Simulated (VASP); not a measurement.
# B (Pnnm) in VASP: further runs

The runs below take B through single point, relaxation of cell and atoms, with PBE.

Program: VASP 6.6.1. These are calculated values, not measurements. Logs are shortened: lines on timing, memory, paths and dates and some standing lists are left out, and cuts for length are marked.

## 1. The cell of the first run

It takes space group Pnnm (No. 58, orthorhombic). The conventional cell has a = 3.914 Å, b = 4.318 Å, c = 3.460 Å, α = 90.00°, β = 90.00°, γ = 90.00°. Within 2.3 Å of B (site symmetry 2) lie 6 B at 1.71 to 1.81 Å. Within 2.3 Å of B (site symmetry m) lie 5 B at 1.71 to 1.81 Å.

The cell was built from a structure type or drawn by symmetry, and may not be a known phase.

## 2. Single point, PBE

The input, INCAR:

```
ALGO = Normal
EDIFF = 1E-6
ENCUT = 500
GGA = PE
GGA_COMPAT = False
ISIF = 2
ISMEAR = 0
LASPH = True
LCHARG = True
LELF = True
LREAL = False
LVHAR = True
LWAVE = False
NBANDS = 22
NELM = 120
PREC = Accurate
SIGMA = 0.1
```

The input, KPOINTS:

```
k-points
0
Gamma
  6 4 4
```

The input, POSCAR:

```
B
1.0
    3.9141460933      0.0000000000      0.0000000000
    0.0000000000      4.3176314647      0.0000000000
    0.0000000000      0.0000000000      3.4597353968
B
8
Direct
    0.0000000000      0.0000000000      0.7467561186
    0.5000000000      0.5000000000      0.7532438814
    0.0000000000      0.0000000000      0.2532438814
    0.5000000000      0.5000000000      0.2467561186
    0.6350202605      0.8439184348      0.0000000000
    0.3649797395      0.1560815652      0.0000000000
    0.1350202605      0.6560815652      0.5000000000
    0.8649797395      0.3439184348      0.5000000000
```

Potentials or basis: VASP PAW PBE potentials, release 64 (B).

On the command line:

```bash
$ cat potpaw_PBE.64/B/POTCAR > POTCAR
$ mpirun -np 1 vasp_std > vasp.out
```

OUTCAR:

```text
EDIFF = 1E-6
   ENCUT = 500
   GGA = PE
   ISIF = 2
   ISMEAR = 0
   LASPH = True
   LREAL = False
   NELM = 120
   PREC = Accurate

 ion  position               nearest neighbor table
   1  0.000  0.000  0.747-   3 1.71   3 1.75   7 1.79   8 1.79   5 1.81   6 1.81
   2  0.500  0.500  0.753-   4 1.71   4 1.75   6 1.79   5 1.79   8 1.81   7 1.81
   3  0.000  0.000  0.253-   1 1.71   1 1.75   8 1.79   7 1.79   6 1.81   5 1.81
   4  0.500  0.500  0.247-   2 1.71   2 1.75   5 1.79   6 1.79   7 1.81   8 1.81
   5  0.635  0.844  0.000-   6 1.71   4 1.79   2 1.79   1 1.81   3 1.81
   6  0.365  0.156  0.000-   5 1.71   4 1.79   2 1.79   1 1.81   3 1.81
   7  0.135  0.656  0.500-   8 1.71   3 1.79   1 1.79   4 1.81   2 1.81
   8  0.865  0.344  0.500-   7 1.71   3 1.79   1 1.79   4 1.81   2 1.81

  LATTYP: Found a simple orthorhombic cell.
 ALAT       =     3.4597353968
 B/A-ratio  =     1.1313426157
 C/A-ratio  =     1.2479658036

  Lattice vectors:

 A1 = (   0.0000000000,   0.0000000000,   3.4597353968)
 A2 = (   3.9141460933,   0.0000000000,   0.0000000000)
 A3 = (   0.0000000000,   4.3176314647,   0.0000000000)

Analysis of symmetry for initial positions (statically):
=====================================================================
 Subroutine PRICEL returns:
 Original cell was already a primitive cell.

 Routine SETGRP: Setting up the symmetry group for a
 simple orthorhombic supercell.

 Subroutine GETGRP returns: Found  8 space group operations
 (whereof  4 operations were pure point group operations)
 out of a pool of  8 trial point group operations.

The static configuration has the point symmetry C_2h.
 The point group associated with its full space group is D_2h.

Analysis of symmetry for dynamics (positions and initial velocities):
=====================================================================
 Subroutine PRICEL returns:
 Original cell was already a primitive cell.

 Routine SETGRP: Setting up the symmetry group for a
 simple orthorhombic supercell.

 Subroutine GETGRP returns: Found  8 space group operations
 (whereof  4 operations were pure point group operations)
 out of a pool of  8 trial point group operations.

The dynamic configuration has the point symmetry C_2h.
 The point group associated with its full space group is D_2h.

 Subroutine INISYM returns: Found  8 space group operations
 (whereof  4 operations are pure point group operations),
 and found     1 'primitive' translations

----------------------------------------------------------------------------------------

                                     Primitive cell

  volume of cell :      58.4690

  direct lattice vectors                    reciprocal lattice vectors
     3.914146093  0.000000000  0.000000000     0.255483566  0.000000000  0.000000000
     0.000000000  4.317631465  0.000000000     0.000000000  0.231608466  0.000000000
     0.000000000  0.000000000  3.459735397     0.000000000  0.000000000  0.289039445

  length of vectors
     3.914146093  4.317631465  3.459735397     0.255483566  0.231608466  0.289039445

  position of ions in fractional coordinates (direct lattice)
     0.000000000  0.000000000  0.746756119
     0.500000000  0.500000000  0.753243881
     0.000000000  0.000000000  0.253243881
     0.500000000  0.500000000  0.246756119
     0.635020260  0.843918435  0.000000000
     0.364979740  0.156081565  0.000000000
     0.135020260  0.656081565  0.500000000
     0.864979740  0.343918435  0.500000000

  ion indices of the primitive-cell ions
   primitive index   ion index
                 1           1
                 2           2
                 3           3
                 4           4
                 5           5
                 6           6
                 7           7
                 8           8

----------------------------------------------------------------------------------------

 KPOINTS: k-points

Automatic generation of k-mesh.
 Grid dimensions read from file:
 generate k-points for:    6    4    4

 Generating k-lattice:

  Cartesian coordinates                     Fractional coordinates (reciprocal lattice)
     0.042580594  0.000000000  0.000000000     0.166666667  0.000000000  0.000000000
     0.000000000  0.057902116  0.000000000     0.000000000  0.250000000  0.000000000
     0.000000000  0.000000000  0.072259861     0.000000000  0.000000000  0.250000000

  Length of vectors
     0.042580594  0.057902116  0.072259861

  Shift w.r.t. Gamma in fractional coordinates (k-lattice)
     0.000000000  0.000000000  0.000000000

 Subroutine IBZKPT returns following result:
 ===========================================

 Found     36 irreducible k-points:

 Following reciprocal coordinates:
            Coordinates               Weight
  0.000000  0.000000  0.000000      1.000000
  0.166667  0.000000  0.000000      2.000000
  0.333333  0.000000  0.000000      2.000000
  0.500000  0.000000  0.000000      1.000000
  0.000000  0.250000  0.000000      2.000000
  0.166667  0.250000  0.000000      4.000000
[... 16 lines left out ...]
  0.333333  0.500000  0.250000      4.000000
  0.500000  0.500000  0.250000      2.000000
 [... further k-points ...]
   k-points           NKPTS =     36   k-points in BZ     NKDIM =     36   number of bands    NBANDS=     22
   number of dos      NEDOS =    301   number of ions     NIONS =      8
   total plane-waves  NPLWV =  26880
   dimension x,y,z NGX =    30 NGY =   32 NGZ =   28
   dimension x,y,z NGXF=    60 NGYF=   64 NGZF=   56
   ions per type =               8
   NGX,Y,Z   is equivalent  to a cutoff of  12.74, 12.32, 13.45 a.u.
   NGXF,Y,Z  is equivalent  to a cutoff of  25.48, 24.64, 26.91 a.u.
 SYSTEM =  unknown system
   PREC   = accura    normal or accurate (medium, high low for compatibility)
   ISTART =      0    job   : 0-new  1-cont  2-samecut
   ICHARG =      2    charge: 1-file 2-atom 10-const
   ISPIN  =      1    spin polarized calculation?
   LNONCOLLINEAR =      F non collinear calculations
   LSORBIT =      F    spin-orbit coupling
   LASPH  =      T    aspherical Exc in radial PAW
   ENCUT  =  500.0 eV  36.75 Ry    6.06 a.u.   7.14  7.87  6.31*2*pi/ulx,y,z
   NELM   =    120;   NELMIN=  2; NELMDL= -5     # of ELM steps
   EDIFF  = 0.1E-05   stopping-criterion for ELM
   LREAL  =      F    real-space projection
   EDIFFG = 0.1E-04   stopping-criterion for IOM
   NSW    =      0    number of steps for IOM
   IBRION =     -1    ionic relax: 0-MD 1-quasi-New 2-CG
   NFREE  =      0    steps in history (QN), initial steepest desc. (CG)
   ISIF   =      2    stress and relaxation
   ISYM   =      2    0-nonsym 1-usesym 2-fastsym
   POTIM  = 0.5000    time-step for ionic-motion
   TEBEG  =    0.0;   TEEND  =   0.0 temperature during run
   PSTRESS=    0.0 pullay stress
   NELECT =      24.0000    total number of electrons
   NUPDOWN=      -1.0000    fix difference up-down
   EMIN   =  10.00;   EMAX   =-10.00  energy-range for DOS
   EFERMI =   0.00;   METHOD = LEGACY
   ISMEAR =     0;   SIGMA  =   0.10  broadening in eV -4-tet -1-fermi 0-gaus
   EFERMI_NEDOS =   21; number of points for ismear=-14 and -15
   IALGO  =     38    algorithm
   IMIX   =      4    mixing-type and parameters
     AMIX     =   0.40;   BMIX     =  1.00
     AMIX_MAG =   1.60;   BMIX_MAG =  1.00
  volume/ion in A,a.u.               =       7.31        49.32
  Fermi-wavevector in a.u.,A,eV,Ry     =   1.216662  2.299159 20.140260  1.480267
  Thomas-Fermi vector in A             =   2.352009
   LORBIT       =      0    0 simple, 1 ext, 2 COOP (PROOUT), +10 PAW based schemes
   GGA     = PE    functional components
   LHFCALC =     F    Hartree Fock is set to
   AEXX    =    0.0000 exact exchange contribution
   IVDW    =     0    specifies the selected vdW correction
   LEPSILON=     F    determine dielectric tensor
   LRPA    =     F    only Hartree local field effects (RPA)
 non-spin polarized calculation
 Gauss-broadening in eV      SIGMA  =   0.10
  energy-cutoff  :      500.00
  volume of cell :       58.47
 maximum number of plane-waves:      1517
 NGX is ok and might be reduce to    30
   NGX = 15   NGY = 15   NGZ = 13

 number of electron      24.0000000 magnetization

 Free energy of the ion-electron system (eV)
  ---------------------------------------------------
  ext. energy  EPLUGINS =         0.00000000
  ---------------------------------------------------
  free energy    TOTEN  =       -50.09800315 eV

  energy without entropy =      -50.09015577  energy(sigma->0) =      -50.09407946

 E-fermi :   5.8245     XC(G=0): -11.6809

 val. band max:        5.7456867477   @ k =   0.3333   0.2500   0.0000
 cond. band min:       5.8638074945   @ k =   0.5000   0.0000   0.0000
 fundamental gap:      0.1181207468
 Fermi energy:         5.8244516093

 k-point     1 :       0.0000    0.0000    0.0000
  band No.  band energies     occupation
      1      -9.3398      2.00000
      2      -4.4050      2.00000
      3      -2.9455      2.00000
      4      -1.9356      2.00000
      5      -1.8885      2.00000
      6       0.3396      2.00000
[... 14 lines left out ...]
     21      14.5239      0.00000
     22      16.8460      0.00000

 k-point     2 :       0.1667    0.0000    0.0000
  band No.  band energies     occupation
      1      -9.1344      2.00000
      2      -4.9239      2.00000
      3      -2.7464      2.00000
      4      -2.6419      2.00000
      5      -1.1826      2.00000
      6       0.2632      2.00000
[... 14 lines left out ...]
     21      14.7740      0.00000
     22      15.1026      0.00000
[... 523 lines left out ...]
     21      15.7591      0.00000
     22      15.7591      0.00000

 k-point    24 :       0.5000    0.5000    0.2500
  band No.  band energies     occupation
      1      -6.1713      2.00000
      2      -6.1713      2.00000
      3      -4.3139      2.00000
      4      -4.3139      2.00000
      5      -2.1843      2.00000
      6      -2.1843      2.00000
[... 14 lines left out ...]
     21      15.3999      0.00000
     22      15.3999      0.00000

 [... further k-points ...]

------------------------ aborting loop because EDIFF is reached ----------------------------------------

  FORCE on cell =-STRESS in cart. coord.  units (eV):
  Direction    XX          YY          ZZ          XY          YZ          ZX
  --------------------------------------------------------------------------------------
  -------------------------------------------------------------------------------------
  Total        0.1192808      0.0367910     -0.0261175     -0.0000000      0.0000000      0.0000000
  in kB        3.2685534      1.0081546     -0.7156764     -0.0000000      0.0000000      0.0000000
  external PRESSURE =       1.1870106 kB  Pullay stress =       0.0000000 kB

 VOLUME and BASIS-vectors are now :
 -----------------------------------------------------------------------------
  energy-cutoff  :      500.00
  volume of cell :       58.47
      direct lattice vectors                 reciprocal lattice vectors
     3.914146093  0.000000000  0.000000000     0.255483566  0.000000000  0.000000000
     0.000000000  4.317631465  0.000000000     0.000000000  0.231608466  0.000000000
     0.000000000  0.000000000  3.459735397     0.000000000  0.000000000  0.289039445

 POSITION                                       TOTAL-FORCE (eV/Angst)
 -----------------------------------------------------------------------------------
      0.00000      0.00000      2.58358         0.000000      0.000000      0.003345
      1.95707      2.15882      2.60602        -0.000000      0.000000     -0.003345
      0.00000      0.00000      0.87616         0.000000      0.000000     -0.003345
      1.95707      2.15882      0.85371         0.000000      0.000000      0.003345
      2.48556      3.64373      0.00000         0.008186     -0.006935     -0.000000
      1.42858      0.67390      0.00000        -0.008186      0.006935      0.000000
      0.52849      2.83272      1.72987         0.008186      0.006935     -0.000000
      3.38566      1.48491      1.72987        -0.008186     -0.006935      0.000000
 -----------------------------------------------------------------------------------
    total drift:                                0.000000      0.000000      0.000000

  FREE ENERGIE OF THE ION-ELECTRON SYSTEM (eV)
  ---------------------------------------------------
  free  energy   TOTEN  =       -50.0980031519 eV

  energy  without entropy=      -50.0901557692  energy(sigma->0) =      -50.09407946
```

Run time: 40 s. Hardware: 1 thread of AMD EPYC 7R13, shared host; peak memory 0.14 GiB.

Results:

- Free energy: -50.0980 eV
- Pressure: 0.1 GPa
- Largest force: 0.011 eV/Å
- Band gap on the k mesh: zero (bands 12 and 13 overlap by 2.53 eV)

Forces on the atoms (eV/Å):
```
B    0.000  0.000  0.003
B    0.000  0.000 -0.003
B    0.000  0.000 -0.003
B    0.000  0.000  0.003
B    0.008 -0.007  0.000
B   -0.008  0.007  0.000
B    0.008  0.007  0.000
B   -0.008 -0.007  0.000
```

Levels at points of the mesh, in eV from the Fermi level:
```tsv
k point	band 8	band 9	band 10	band 11	band 12	band 13	band 14	band 15	band 16	band 17
(0.00, 0.00, 0.00)	-4.56	-3.54	-3.41	-1.56	-0.34	1.00	2.86	3.04	4.87	6.12
(0.50, 0.00, 0.00)	-6.02	-2.78	-2.78	0.04	0.04	1.38	1.38	5.60	5.60	6.53
(0.00, 0.50, 0.00)	-5.35	-3.14	-3.14	-1.67	-1.67	2.29	2.29	6.00	6.00	6.01
(0.50, 0.50, 0.00)	-2.82	-2.01	-2.01	-0.52	-0.52	-0.25	-0.25	5.63	5.63	7.27
(0.00, 0.00, 0.50)	-4.93	-3.53	-3.53	-1.32	-1.32	0.95	0.95	1.80	1.80	5.77
(0.50, 0.00, 0.50)	-5.19	-3.52	-3.52	-3.09	-3.09	1.96	1.96	6.52	6.52	7.81
(0.00, 0.50, 0.50)	-4.63	-2.88	-2.88	-2.41	-2.41	-0.34	-0.34	5.23	5.23	7.43
(0.50, 0.50, 0.50)	-6.80	-1.57	-1.57	1.58	1.58	3.55	3.55	3.60	3.60	6.39
```

Caveat: the k points lie up to 0.45 Å⁻¹ apart, too coarse for converged energies and pressures of a metal.

## 3. Relaxation of cell and atoms, PBE

This run uses another cell than the first one, of 6.68 Å³/atom.

The input, INCAR:

```
SYSTEM = B
PREC = Accurate ; ENCUT = 500
EDIFF = 1E-7 ; ISMEAR = 0
SIGMA = 0.1 ; LREAL = .False.
LASPH = .True. ; NELM = 120
ALGO = Normal ; ISIF = 3
LWAVE = .False. ; LCHARG = .False.
GGA = PE ; IBRION = 2
NSW = 90 ; EDIFFG = -0.04
GGA_COMPAT = .False. ; NELMIN = 4
```

The input, KPOINTS:

```
Automatic mesh
0
Gamma
  6 4 4
  0 0 0
```

The input, POSCAR:

```
B
1.0
    3.0366966700      0.0000000000      0.0000000000
    0.0000000000      4.2097396900      0.0000000000
    0.0000000000      0.0000000000      4.1784618600
B
8
Direct
    0.0000000000      0.0000000000      0.7069650600
    0.5000000000      0.5000000000      0.7930349400
    0.0000000000      0.0000000000      0.2930349400
    0.5000000000      0.5000000000      0.2069650600
    0.6685199300      0.8344007600      0.0000000000
    0.3314800700      0.1655992400      0.0000000000
    0.1685199300      0.6655992400      0.5000000000
    0.8314800700      0.3344007600      0.5000000000
```

Potentials or basis: VASP PAW PBE potentials, release 64 (B).

On the command line:

```bash
$ cat potpaw_PBE.64/B/POTCAR > POTCAR
$ mpirun -np 1 vasp_std > vasp.out
```

It took 11 min on 1 thread of AMD EPYC 7R13, shared host; peak memory 0.14 GiB.

The run converged. Its results:

| Property | Result |
| --- | --- |
| Free energy | -49.2526 eV |
| Relaxed volume | 7.13 Å³/atom |
| Relaxed cell | a = 3.180 Å, b = 3.910 Å, c = 4.590 Å, α = 90.00°, β = 90.00°, γ = 90.00° |
| Space group after relaxing (to 0.1 Å) | Pnnm (No. 58) |
| Energy gained by relaxing | 150.2 meV/atom |
| Ionic steps | 31 |
| Pressure after relaxing | 0.0 GPa |
| Largest force after relaxing | 0.032 eV/Å |
| Band gap on the k mesh | zero (bands 12 and 13 overlap by 2.29 eV) |

Forces on the atoms (eV/Å):
```
B    0.000  0.000  0.006
B    0.000  0.000 -0.006
B    0.000  0.000 -0.006
B    0.000  0.000  0.006
B   -0.030 -0.010  0.000
B    0.030  0.010  0.000
B   -0.030  0.010  0.000
B    0.030 -0.010  0.000
```

Stress tensor (GPa, compression positive):
```
 0.17  0.00  0.00
 0.00 -0.10  0.00
 0.00  0.00 -0.04
```

Step by step:
| step | energy change (eV) | largest force (eV/Å) | pressure (GPa) | volume (Å³) |
| --- | --- | --- | --- | --- |
| 1 | 0.0000 | 1.5169 | 24.13 | 53.42 |
| 2 | -0.4085 | 1.0622 | -7.44 | 61.56 |
| 3 | -0.5368 | 0.6204 | 1.03 | 58.70 |
| 4 | -0.5887 | 0.2275 | -1.21 | 59.56 |
| 5 | -0.5903 | 0.3307 | -1.66 | 59.76 |
| 6 | -0.6236 | 0.1697 | 0.16 | 59.60 |
| 7 | -0.6287 | 0.2150 | 1.42 | 59.48 |
| 8 | -0.6543 | 0.2091 | 0.49 | 59.72 |
| 9 | -0.7072 | 0.5120 | -2.98 | 60.38 |
| 10 | -0.7284 | 0.9700 | -12.89 | 61.45 |
| 11 | -0.7327 | 0.7394 | -5.48 | 60.70 |
| 12 | -0.7724 | 0.9401 | -9.31 | 61.10 |
| 13 | -0.7803 | 0.9374 | -9.61 | 61.09 |
| 14 | -0.7959 | 0.9252 | -10.49 | 61.07 |
| 15 | -0.7858 | 0.9289 | -12.23 | 61.02 |
| 16 | -0.7980 | 0.9232 | -11.03 | 61.06 |
| 17 | -0.8167 | 0.9064 | -10.67 | 60.90 |
| 18 | -0.8696 | 0.8557 | -9.56 | 60.43 |
| 19 | -0.9620 | 0.7509 | -7.21 | 59.48 |
| 20 | -1.0882 | 0.5184 | -1.96 | 57.62 |
| 21 | -1.0213 | 0.6823 | 11.44 | 54.00 |
| 22 | -1.1195 | 0.3937 | 2.05 | 56.40 |
| 23 | -1.1521 | 0.2544 | 1.57 | 56.42 |
| 24 | -1.1810 | 0.0578 | 0.81 | 56.46 |
| 25 | -1.1811 | 0.0781 | 0.77 | 56.46 |
| 26 | -1.1868 | 0.0612 | 0.62 | 56.56 |
| 27 | -1.1957 | 0.1936 | 0.20 | 56.83 |
| 28 | -1.1960 | 0.2405 | 0.11 | 56.89 |
| 29 | -1.2004 | 0.0988 | 0.02 | 57.00 |
| 30 | -1.2013 | 0.0666 | -0.03 | 57.07 |
| 31 | -1.2016 | 0.0317 | 0.01 | 57.07 |

Final structure:
```xyz
8
Lattice="3.1796 0.0000 0.0000 0.0000 3.9104 0.0000 0.0000 0.0000 4.5898" Properties=species:S:1:pos:R:3 pbc="T T T"
B     3.1796    0.0000    3.1243
B     1.5898    1.9552    3.7605
B     3.1796    0.0000    1.4656
B     1.5898    1.9552    0.8293
B     2.3323    3.4525    0.0000
B     0.8472    0.4579    0.0000
B     0.7425    2.4131    2.2949
B     2.4370    1.4973    2.2949
```

Levels at points of the mesh, in eV from the Fermi level:
| k point | band 10 | band 11 | band 12 | band 13 | band 14 | band 15 |
| --- | --- | --- | --- | --- | --- | --- |
| (0.00, 0.00, 0.00) | -2.33 | -1.71 | -0.94 | -0.34 | 1.71 | 4.51 |
| (0.50, 0.00, 0.00) | -3.94 | -0.83 | -0.83 | -0.73 | -0.73 | 2.64 |
| (0.00, 0.50, 0.00) | -2.11 | 1.15 | 1.15 | 1.18 | 1.18 | 4.65 |
| (0.50, 0.50, 0.00) | -4.41 | -3.22 | -3.22 | 2.10 | 2.10 | 6.72 |
| (0.00, 0.00, 0.50) | -2.48 | -2.18 | -2.18 | 2.56 | 2.56 | 4.35 |
| (0.50, 0.00, 0.50) | -3.32 | -3.32 | -3.32 | -1.14 | -1.14 | 3.14 |
| (0.00, 0.50, 0.50) | -1.87 | 0.50 | 0.50 | 0.66 | 0.66 | 2.72 |
| (0.50, 0.50, 0.50) | -3.17 | 0.51 | 0.51 | 3.62 | 3.62 | 4.31 |

Caveat: the k points lie up to 0.40 Å⁻¹ apart in the final cell, too coarse for converged energies and pressures of a metal.

(Part 1 of 2 ends here.)
